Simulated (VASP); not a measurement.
Write the native input for VASP 6.6.1 that does the following.

```yaml
Task: single point
Functional: PBEsol
Potentials_or_basis: VASP PAW PBE potentials, release 64 (Ca_sv, O)
Cutoff: 600 eV
k_mesh: 8 × 8 × 8
Occupations: gaussian, width 0.02 eV
Spin: no spin polarisation
Dipole_correction: no
Further_INCAR_settings: ALGO = Normal; EDIFF = 1e-06; NBANDS = 15
```

The structure of CaO (e600) lies in POSCAR:

```
CaO
1.0
    0.0000000000      2.3833813382      2.3833813382
    2.3833813382      0.0000000000      2.3833813382
    2.3833813382      2.3833813382      0.0000000000
Ca O
1 1
Direct
    0.0000000000      0.0000000000      0.0000000000
    0.5000000000      0.5000000000      0.5000000000
```

These files were run (other wordings do the same):

INCAR

```
PREC = Accurate
ENCUT = 600
EDIFF = 1E-6
ISMEAR = 0
SIGMA = 0.02
LREAL = False
LASPH = True
NELM = 120
ALGO = Normal
ISIF = 2
LWAVE = False
LCHARG = False
GGA = PS
NBANDS = 15
GGA_COMPAT = False
```

KPOINTS

```
regular mesh
0
Gamma
  8 8 8
```

Potentials or basis: VASP PAW PBE potentials, release 64 (Ca_sv, O).

Run with:

```bash
$ cat potpaw_PBE.64/Ca_sv/POTCAR potpaw_PBE.64/O/POTCAR > POTCAR
$ mpirun -np 1 vasp_std > vasp.out
```

It gave:

* Pressure: 0.6 GPa
* Band gap on the k mesh: 3.52 eV, indirect (least direct gap 3.89 eV)

Caveat: the PAW data sets were made with another functional, which shifts forces and pressure a little.

Run time: 7.7 s on 1 thread of Intel(R) Xeon(R) 6975P-C (Granite Rapids), on a shared host, peak memory 0.16 GiB.
